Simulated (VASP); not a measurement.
Here is a VASP 6.6.1 calculation.

The input POSCAR:

```
SnO2
1.0
    4.7605144913      0.0000000000      0.0000000000
    0.0000000000      4.7606977633      0.0000000000
    0.0000000000      0.0000000000      3.2000515029
Sn O
2 4
Direct
    0.5000000000      0.5000000000      0.5000000000
    0.0000000000      0.0000000000      0.0000000000
    0.3058348108      0.3059224605      0.0000000000
    0.8058348108      0.1940775395      0.5000000000
    0.1941651892      0.8059224605      0.5000000000
    0.6941651892      0.6940775395      0.0000000000
```

The input INCAR.step1:

```
SYSTEM = SnO2
PREC     = Accurate       ! precision mode
ENCUT    = 520            ! plane-wave cutoff, eV
ISMEAR   = 1              ! smearing method
SIGMA    = 0.5            ! smearing width, eV
LREAL    = .FALSE.        ! projectors in reciprocal space
LASPH    = .TRUE.         ! aspherical terms in the spheres
NELM     = 60             ! most SCF steps
NBANDS   = 35             ! bands
GGA      = PE             ! functional
ALGO     = Normal         ! electronic algorithm
EDIFF    = 1E-4           ! SCF threshold, eV
LWAVE    = .TRUE.         ! write WAVECAR
LCHARG   = .FALSE.        ! write CHGCAR
```

The input INCAR.step2:

```
SYSTEM = SnO2
PREC     = Accurate       ! precision mode
ENCUT    = 520            ! plane-wave cutoff, eV
EDIFF    = 1E-7           ! SCF threshold, eV
ISMEAR   = 1              ! smearing method
SIGMA    = 0.5            ! smearing width, eV
LREAL    = .FALSE.        ! projectors in reciprocal space
LASPH    = .TRUE.         ! aspherical terms in the spheres
NELM     = 60             ! most SCF steps
ALGO     = Normal         ! electronic algorithm
ISIF     = 2              ! what is computed and relaxed
LWAVE    = .FALSE.        ! write WAVECAR
LCHARG   = .FALSE.        ! write CHGCAR
METAGGA  = R2SCAN         ! meta-GGA
LMIXTAU  = .TRUE.       
NBANDS   = 35             ! bands
ISTART   = 1
```

Contents of KPOINTS:

```
Automatic mesh
0
G
  4 4 6
  0 0 0
```

Potentials or basis: VASP PAW PBE potentials, release 64 (Sn_d, O).

The run is started by

```console
$ cat potpaw_PBE.64/Sn_d/POTCAR potpaw_PBE.64/O/POTCAR > POTCAR
$ cp INCAR.step1 INCAR
$ mpirun -np 1 vasp_std > vasp.out
$ cp INCAR.step2 INCAR
$ mpirun -np 1 vasp_std > vasp.out
```

Q: What does it give for the pressure?

A: 1.0 GPa.

Q: Predict the band gap on the k mesh.

A: 1.81 eV.

Q: Estimate the largest force.

A: 0.037 eV/Å.

Forces on the atoms (eV/Å):
```
Sn   0.000  0.000  0.000
Sn   0.000  0.000  0.000
O   -0.026 -0.026  0.000
O   -0.026  0.026  0.000
O    0.026 -0.026  0.000
O    0.026  0.026  0.000
```

Caveat: the smearing spreads over this small gap; the PAW data sets were made with another functional, which shifts forces and pressure a little; spin-orbit coupling is left out, which moves the levels of the heavy elements.
